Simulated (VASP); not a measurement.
Write the native input for VASP 6.6.1 that does the following.

```
Task                   : relaxation of cell and atoms
Functional             : PBEsol
Potentials or basis    : VASP PAW PBE potentials, release 64 (Al, O_h)
Cutoff                 : 1340 eV
k mesh                 : 10 × 10 × 4
Occupations            : fermi-dirac, width 0.05 eV
Spin                   : no spin polarisation
Dipole correction      : no
Further INCAR settings : ALGO = Normal; EDIFF = 1e-07; IBRION = 2; EDIFFG = -0.01; NSW = 60; ISIF = 3
```

The structure of Al2O3 lies in POSCAR:

```
Al2O3
1.0
    3.0174825440      0.0000000000      0.0000000000
   -1.5087412720      2.6132165386      0.0000000000
    0.0000000000      0.0000000000      7.5746360022
Al O
2 3
Direct
    0.0000000000      0.0000000000      0.7220490000
    0.0000000000      0.0000000000      0.2779510000
    0.0000000000      0.0000000000      0.5000000000
    0.6666666667      0.3333333333      0.8005460000
    0.3333333333      0.6666666667      0.1994540000
```

The input as run:

INCAR

```
PREC = Accurate
ENCUT = 1340
EDIFF = 1E-7
ISMEAR = -1
SIGMA = 0.05
LREAL = F
LASPH = T
NELM = 120
ALGO = Normal
ISIF = 3
LWAVE = F
LCHARG = F
GGA = PS
IBRION = 2
NSW = 60
EDIFFG = -0.01
GGA_COMPAT = F
NELMIN = 4
```

KPOINTS

```
Automatic mesh
0
Gamma
  10 10 4
```

Potentials or basis: VASP PAW PBE potentials, release 64 (Al, O_h).

Launch:

```sh
$ cat potpaw_PBE.64/Al/POTCAR potpaw_PBE.64/O_h/POTCAR > POTCAR
$ mpirun -np 1 vasp_std > vasp.out
```

It gave:

The relaxed volume is 11.89 Å³/atom, the relaxed cell is a = 2.988 Å, b = 2.988 Å, c = 7.691 Å, α = 90.00°, β = 90.00°, γ = 120.00° and the space group after relaxing (to 0.1 Å) is P-3m1 (No. 164). The energy gained by relaxing is 3.9 meV/atom, the ionic steps are 16 and the pressure after relaxing is -0.1 GPa. The largest force after relaxing is 0.007 eV/Å and the band gap on the k mesh is 2.34 eV.

Caveat: the PAW data sets were made with another functional, which shifts forces and pressure a little.

It took 13 min on 1 thread of Intel(R) Xeon(R) 6975P-C (Granite Rapids) (shared host), peak memory 0.46 GiB.
